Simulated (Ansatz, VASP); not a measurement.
# TiS2 in VASP and in Ansatz

Contents of INCAR:

```
PREC     = Accurate       # precision mode
ENCUT    = 500            # plane-wave cutoff, eV
EDIFF    = 1E-6           # SCF threshold, eV
ISMEAR   = 0              # smearing method
SIGMA    = 0.1            # smearing width, eV
LREAL    = F              # projectors in reciprocal space
LASPH    = T              # aspherical terms in the spheres
NELM     = 200            # most SCF steps
ALGO     = Normal         # electronic algorithm
ISIF     = 2              # what is computed and relaxed
LWAVE    = F              # write WAVECAR
LCHARG   = F              # write CHGCAR
ISPIN    = 2              # spin polarisation
MAGMOM   = 1 0 0          # initial moments
LORBIT   = 11             # projections on sites
LMAXMIX  = 4              # l up to which the mixer works
GGA      = PE             # functional
IVDW     = 12             # dispersion correction
NBANDS   = 23             # bands
GGA_COMPAT= F
```

KPOINTS

```
Automatic mesh
0
Gamma
  6 6 4
```

The input POSCAR:

```
TiS2
1.0
    3.4120000000      0.0000000000      0.0000000000
   -1.7060000000      2.9548786777      0.0000000000
    0.0000000000      0.0000000000      5.6950000000
Ti S
1 2
Direct
    0.0000000000      0.0000000000      0.0000000000
    0.3333333333      0.6666666667      0.2500000000
    0.6666666667      0.3333333333      0.7500000000
```

Input for Ansatz:

```yaml
crystal:
  lattice:
    - [3.412, 0.0, 0.0]
    - [-1.706, 2.9548786777, 0.0]
    - [0.0, 0.0, 5.695]
  atoms:
    - { symbol: Ti, position: [0.0, 0.0, 0.0], spin: 1.0 }
    - { symbol: S, position: [0.3333333333, 0.6666666667, 0.25] }
    - { symbol: S, position: [0.6666666667, 0.3333333333, 0.75] }
basis:
  ecutwfc: 420
kpoints:
  mp_grid: { grid: [6, 6, 4] }
hamiltonian:
  xc: pbe
  dispersion: d3bj
scf:
  occupations: { method: gaussian, width: 0.1 }
  lower_state_search: "off"
output:
  forces: true
  stress: true
  eigenvalues: true
  populations: true
magnetization:
  spin_polarized: true
```

Alike in both runs: task single point; functional PBE; dispersion D3(BJ); k mesh 6 × 6 × 4; occupations gaussian, width 0.1 eV; collinear spin.

|  | VASP | Ansatz |
| --- | --- | --- |
| version | VASP 6.6.1 | Ansatz 0.2.0 |
| potentials or method | VASP PAW PBE potentials, release 64 (Ti_sv, S), cutoff 500 eV | scalar-relativistic, plane waves, PAW |
| valence electrons in the cell | 24 | 24 |

|  | VASP | Ansatz | Ansatz less VASP |
| --- | --- | --- | --- |
| gap on the k mesh at the Fermi level (eV) | none | none | - |
| pressure (GPa) | -2.9 | -2.8 | +0.06 |
| traceless stress, the component that is largest in VASP (GPa) | 0.65 | 0.57 | -0.081 |
| rms of the force components (eV/Å) | 0.050 | 0.053 | +0.0029 |
| net moment per atom (μB) | 0.00 | 0.00 | 0.000 |

Atom by atom the forces differ by 0.003 eV/Å (rms over components). A gap of «none» marks a metal or a gap that the smearing closes. Ansatz's warnings: seeded moment not kept.
